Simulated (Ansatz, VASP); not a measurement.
One calculation of Li2Se, two programs

```
CELL_PARAMETERS angstrom
0.00000 2.99584 2.99584
2.99584 0.00000 2.99584
2.99584 2.99584 0.00000
ATOMIC_POSITIONS crystal
Li 0.25000 0.25000 0.25000
Li 0.75000 0.75000 0.75000
Se 0.00000 0.00000 0.00000
```

Alike in both runs: task single point; functional PBEsol; k mesh 8 × 8 × 8; occupations gaussian, width 0.05 eV; no spin polarisation.

|  | VASP | Ansatz |
| --- | --- | --- |
| version | VASP 6.6.1 | Ansatz 0.2.0 |
| potentials or method | VASP PAW PBE potentials, release 64 (Li_sv, Se), cutoff 750 eV | scalar-relativistic, plane waves, PAW |
| valence electrons in the cell | 12 | 22 |

VASP gave:

| Property | Result |
| --- | --- |
| gap on the k mesh at the Fermi level (eV) | 2.83 |
| least direct gap on the mesh (eV) | 3.27 |
| pressure (GPa) | -0.8 |

Question: Which values does Ansatz return?

Answer: gap on the k mesh at the Fermi level (eV): 2.84; least direct gap on the mesh (eV): 3.26; pressure (GPa): -0.8.

VASP's potentials were made for PBE, not for PBEsol. VASP's potentials hold 12 valence electrons a cell and Ansatz's 22, so a difference there can come from the potentials and not from the codes.
